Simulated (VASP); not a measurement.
Crystal: C.

```
CELL_PARAMETERS angstrom
0.00000 1.78337 1.78337
1.78337 0.00000 1.78337
1.78337 1.78337 0.00000
ATOMIC_POSITIONS crystal
C 0.25000 0.25000 0.25000
C 0.00000 0.00000 0.00000
```

| Item | Value |
| --- | --- |
| Program | VASP 6.6.1 |
| Task | relaxation of cell and atoms |
| Functional | PBEsol |
| Dispersion | D4 |
| Potentials or basis | VASP PAW PBE potentials, release 64 (C) |
| Cutoff | 600 eV |
| k mesh | 13 × 13 × 13 |
| Occupations | tetrahedron |
| Spin | no spin polarisation |

At the start: pressure -7.4 GPa; volume 5.67 Å³/atom.

How do energy, volume and symmetry change on relaxing?

Over 3 steps the energy falls by 2.2 meV/atom and the volume is 5.58 Å³/atom (-1.7 %); space group Fd-3m (No. 227, to 0.05 Å).

The path:
```tsv
step	energy change (eV)	largest force (eV/Å)	pressure (GPa)	volume (Å³)
1	0.0000	0.0000	-7.43	11.34
2	0.0029	0.0000	10.17	10.92
3	-0.0045	0.0000	-0.03	11.16
```

Final structure:
```
C
1.0
     0.00000    1.77343    1.77343
     1.77343    0.00000    1.77343
     1.77343    1.77343    0.00000
C
2
Direct
  0.25000 0.25000 0.25000
  0.00000 0.00000 0.00000
```

The cell as given is a measured one (5.67 Å³/atom); PBEsol+D4 puts the equilibrium volume -1.7 % from it, thermal expansion not counted.

Caveat: the PAW data sets were made with another functional, which shifts forces and pressure a little.
